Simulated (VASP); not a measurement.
# Fe (Fm-3m) in VASP: a series of runs

Fe is run at these levels: PBE; tasks: single point.

Everything below comes from runs of VASP 6.6.1. Logs are shortened: lines on timing, memory, paths and dates and some standing lists are left out, and cuts for length are marked.

## 1. The cell of the first run

It takes space group Fm-3m (No. 225, cubic). The conventional cell has a = 3.490 Å, b = 3.490 Å, c = 3.490 Å, α = 90.00°, β = 90.00°, γ = 90.00°. Fe (site symmetry m-3m) has 12 Fe at 2.47 Å within 3.3 Å.

## 2. Single point, PBE, collinear spin, ferromagnetic start

File INCAR:

```
PREC = Accurate ; ENCUT = 520
EDIFF = 1E-6 ; ISMEAR = 0
SIGMA = 0.05 ; LREAL = F
LASPH = T ; NELM = 150
ALGO = Normal ; ISIF = 2
LWAVE = F ; LCHARG = F
ISPIN = 2 ; MAGMOM = 4 4
LORBIT = 11 ; LMAXMIX = 4
GGA = PE ; NBANDS = 19
```

File KPOINTS:

```
regular mesh
0
Gamma
  12 12 6
```

File POSCAR:

```
Fe
1.0
    0.0000000000      1.7450000000      1.7450000000
    1.7450000000      0.0000000000      1.7450000000
    3.4900000000      3.4900000000      0.0000000000
Fe
2
Direct
    0.0000000000      0.0000000000      0.0000000000
    0.0000000000      0.0000000000      0.5000000000
```

Potentials or basis: VASP PAW PBE potentials, release 64 (Fe).

Command:

```sh
$ cat potpaw_PBE.64/Fe/POTCAR > POTCAR
$ mpirun -np 1 vasp_std > vasp.out
```

OUTCAR:

```text
PREC = Accurate
   ENCUT = 520
   EDIFF = 1E-6
   ISMEAR = 0
   LREAL = F
   LASPH = T
   NELM = 150
   ISIF = 2
   ISPIN = 2
   LORBIT = 11
   GGA = PE

 ion  position               nearest neighbor table
   1  0.000  0.000  0.000-   2 2.47   2 2.47   2 2.47   2 2.47   2 2.47   2 2.47
   2  0.000  0.000  0.500-   1 2.47   1 2.47   1 2.47   1 2.47   1 2.47   1 2.47

  LATTYP: Found a trigonal (rhomboedric) cell.
 ALAT       =     4.2743596012
 COS(alpha) =     0.8333333333

  Lattice vectors:

 A1 = (   3.4900000000,   1.7450000000,  -1.7450000000)
 A2 = (   1.7450000000,   1.7450000000,  -3.4900000000)
 A3 = (   1.7450000000,   3.4900000000,  -1.7450000000)

Analysis of symmetry for initial positions (statically):
=====================================================================
 Subroutine PRICEL returns following result:

  LATTYP: Found a face centered cubic cell.
 ALAT       =     3.4900000000
[... 12 lines left out ...]
 Subroutine GETGRP returns: Found 12 space group operations
 (whereof 12 operations were pure point group operations)
 out of a pool of 12 trial point group operations.

The static configuration has the point symmetry D_3d.

Analysis of symmetry for dynamics (positions and initial velocities):
=====================================================================
 Subroutine PRICEL returns following result:

  LATTYP: Found a face centered cubic cell.
 ALAT       =     3.4900000000
[... 12 lines left out ...]
 Subroutine GETGRP returns: Found 12 space group operations
 (whereof 12 operations were pure point group operations)
 out of a pool of 12 trial point group operations.

The dynamic configuration has the point symmetry D_3d.

Analysis of structural, dynamic, and magnetic symmetry:
=====================================================================
 Subroutine PRICEL returns following result:

  LATTYP: Found a face centered cubic cell.
 ALAT       =     3.4900000000
[... 12 lines left out ...]
 Subroutine GETGRP returns: Found 12 space group operations
 (whereof 12 operations were pure point group operations)
 out of a pool of 12 trial point group operations.

The overall configuration has the point symmetry D_3d.

 Subroutine INISYM returns: Found 12 space group operations
 (whereof 12 operations are pure point group operations),
 and found     2 'primitive' translations

----------------------------------------------------------------------------------------

                                     Primitive cell

  volume of cell :      10.6271

[... 120 lines left out ...]
   ISMEAR =     0;   SIGMA  =   0.05  broadening in eV -4-tet -1-fermi 0-gaus
   EFERMI_NEDOS =   21; number of points for ismear=-14 and -15
   IALGO  =     38    algorithm
   IMIX   =      4    mixing-type and parameters
     AMIX     =   0.40;   BMIX     =  1.00
     AMIX_MAG =   1.60;   BMIX_MAG =  1.00
  volume/ion in A,a.u.               =      10.63        71.72
  Fermi-wavevector in a.u.,A,eV,Ry     =   1.489245  2.814264 30.175678  2.217850
  Thomas-Fermi vector in A             =   2.602178
   LORBIT       =     11    0 simple, 1 ext, 2 COOP (PROOUT), +10 PAW based schemes
   GGA     = PE    functional components
   LHFCALC =     F    Hartree Fock is set to
   AEXX    =    0.0000 exact exchange contribution
   IVDW    =     0    specifies the selected vdW correction
   LEPSILON=     F    determine dielectric tensor
   LRPA    =     F    only Hartree local field effects (RPA)
 spin polarized calculation
 Gauss-broadening in eV      SIGMA  =   0.05
  energy-cutoff  :      520.00
  volume of cell :       21.25
 maximum number of plane-waves:       586
   NGX =  9   NGY =  9   NGZ = 19

 number of electron      16.0000001 magnetization       2.4310445

 Free energy of the ion-electron system (eV)
  ---------------------------------------------------
  ext. energy  EPLUGINS =         0.00000000
  ---------------------------------------------------
  free energy    TOTEN  =       -16.18431205 eV

  energy without entropy =      -16.18064240  energy(sigma->0) =      -16.18247722

 E-fermi :   6.5351     XC(G=0): -13.5301

 val. band max:        6.5023834705   @ k =   0.5000   0.0000   0.0000
 cond. band min:       6.5433065768   @ k =   0.0000   0.0000   0.0000
 fundamental gap:      0.0409231063
 Fermi energy:         6.5351352281

 spin component 1

 k-point     1 :       0.0000    0.0000    0.0000
  band No.  band energies     occupation
      1      -2.2917      1.00000
      2       1.5409      1.00000
      3       4.1999      1.00000
      4       4.1999      1.00000
      5       4.5064      1.00000
      6       4.5064      1.00000
[... 517 lines left out ...]
     18      29.2187      0.00000
     19      29.8472      0.00000

 [... further k-points ...]

 spin component 2

 k-point     1 :       0.0000    0.0000    0.0000
  band No.  band energies     occupation
      1      -2.1531      1.00000
      2       2.0860      1.00000
      3       5.3864      1.00000
      4       5.3864      1.00000
      5       5.3864      1.00000
      6       5.5113      1.00000
[... 517 lines left out ...]
     18      29.6326      0.00000
     19      29.9818      0.00000

 [... further k-points ...]
[... 5 lines left out ...]
  --------------------------------------------------------------------------------------
  -------------------------------------------------------------------------------------
  Total        0.0370963      0.0370963      0.0370963     -0.0000341      0.0000341      0.0000341
  in kB        2.7963724      2.7963724      2.7963724     -0.0025733      0.0025733      0.0025733
  external PRESSURE =       2.7963724 kB  Pullay stress =       0.0000000 kB

 VOLUME and BASIS-vectors are now :
 -----------------------------------------------------------------------------
  energy-cutoff  :      520.00
  volume of cell :       21.25
      direct lattice vectors                 reciprocal lattice vectors
     0.000000000  1.745000000  1.745000000    -0.286532951  0.286532951  0.286532951
     1.745000000  0.000000000  1.745000000     0.286532951 -0.286532951  0.286532951
     3.490000000  3.490000000  0.000000000     0.143266476  0.143266476 -0.143266476

 POSITION                                       TOTAL-FORCE (eV/Angst)
 -----------------------------------------------------------------------------------
      0.00000      0.00000      0.00000         0.000000      0.000000     -0.000000
      1.74500      1.74500      0.00000         0.000000      0.000000      0.000000
 -----------------------------------------------------------------------------------
    total drift:                               -0.000000     -0.000000      0.000000

  FREE ENERGIE OF THE ION-ELECTRON SYSTEM (eV)
  ---------------------------------------------------
  free  energy   TOTEN  =       -16.1843120478 eV

  energy  without entropy=      -16.1806423994  energy(sigma->0) =      -16.18247722

 total charge

# of ion       s       p       d       tot
------------------------------------------
    1        0.520   0.598   6.293   7.411
    2        0.520   0.598   6.293   7.411
--------------------------------------------------
tot          1.040   1.196  12.586  14.821

 magnetization (x)

# of ion       s       p       d       tot
------------------------------------------
    1       -0.005  -0.020   1.228   1.203
    2       -0.005  -0.020   1.228   1.203
--------------------------------------------------
tot         -0.011  -0.040   2.456   2.405
```

OSZICAR:

```text
N       E                     dE             d eps       ncg     rms          rms(c)
DAV:   1     0.784306035979E+02    0.78431E+02   -0.78211E+03  8048   0.117E+03
DAV:   2    -0.132523966179E+02   -0.91683E+02   -0.82038E+02  7496   0.204E+02
DAV:   3    -0.167463569006E+02   -0.34940E+01   -0.33568E+01  8337   0.508E+01
DAV:   4    -0.167741070443E+02   -0.27750E-01   -0.27733E-01  8410   0.428E+00
DAV:   5    -0.167743994682E+02   -0.29242E-03   -0.29242E-03  8379   0.403E-01    0.191E+01
DAV:   6    -0.160952137024E+02    0.67919E+00   -0.48985E+00  8074   0.466E+01    0.467E+00
DAV:   7    -0.161217464461E+02   -0.26533E-01   -0.29681E-01  8831   0.868E+00    0.496E+00
DAV:   8    -0.161342582376E+02   -0.12512E-01   -0.73069E-03  9825   0.140E+00    0.252E+00
DAV:   9    -0.161654435943E+02   -0.31185E-01   -0.81389E-03  9131   0.163E+00    0.216E+00
DAV:  10    -0.161840317653E+02   -0.18588E-01   -0.22342E-02 10931   0.276E+00    0.698E-01
DAV:  11    -0.161850550316E+02   -0.10233E-02   -0.26914E-03 10313   0.865E-01    0.374E-01
DAV:  12    -0.161844568400E+02    0.59819E-03   -0.20318E-04  8191   0.259E-01    0.151E-01
DAV:  13    -0.161842541826E+02    0.20266E-03   -0.37304E-05  9371   0.685E-02    0.496E-02
DAV:  14    -0.161842726799E+02   -0.18497E-04   -0.89513E-06 10154   0.501E-02    0.502E-02
DAV:  15    -0.161843092511E+02   -0.36571E-04   -0.19675E-05 10754   0.856E-02    0.935E-03
DAV:  16    -0.161843122524E+02   -0.30013E-05   -0.13558E-06  6192   0.120E-02    0.517E-03
DAV:  17    -0.161843120478E+02    0.20462E-06   -0.20527E-07  3970   0.529E-03
   1 F= -.16184312E+02 E0= -.16182477E+02  d E =-.366965E-02  mag=     2.4325
```

Run time: 46 s. Hardware: 1 thread of AMD EPYC 9R45 (Zen 5), shared host; peak memory 0.15 GiB.

What came out:

* Free energy: -16.1843 eV
* Pressure: 0.3 GPa
* Net moment: 2.43 μB per cell
* Site moments: Fe +1.20 μB
* Valence electrons inside the program's atomic spheres: Fe 7.41

Levels at points of the mesh, in eV from the Fermi level:
Spin up:
| k point | band 5 | band 6 | band 7 | band 8 | band 9 | band 10 | band 11 | band 12 | band 13 | band 14 |
| --- | --- | --- | --- | --- | --- | --- | --- | --- | --- | --- |
| (0.00, 0.00, 0.00) | -2.03 | -2.03 | -2.03 | -0.98 | -0.98 | 0.01 | 0.26 | 0.26 | 7.57 | 21.52 |
| (0.50, 0.00, 0.00) | -2.34 | -0.03 | 0.01 | 0.26 | 0.26 | 0.66 | 0.66 | 2.96 | 7.57 | 10.80 |
| (0.00, 0.00, 0.50) | -1.91 | -1.91 | -1.91 | -1.91 | -0.71 | -0.71 | -0.71 | -0.71 | 15.66 | 15.66 |
| (0.50, 0.00, 0.50) | -2.00 | -2.00 | -1.22 | -1.22 | 0.36 | 0.36 | 3.33 | 3.33 | 9.83 | 9.83 |
Spin down:
```
           k point  band 5  band 6  band 7  band 8  band 9  band 10
(0.00, 0.00, 0.00)   -1.15   -1.02   -1.02    0.11    0.81     0.81
(0.50, 0.00, 0.00)   -1.02    0.11    1.61    1.61    1.68     1.68
(0.00, 0.00, 0.50)   -0.78   -0.78   -0.78   -0.78    0.82     0.82
(0.50, 0.00, 0.50)   -1.23   -1.23    0.21    0.21    1.68     1.68
```

Caveat: the moment fell far below its start of 4 μB, so a state of higher moment may lie lower in energy.

(Part 1 of 2 ends here.)
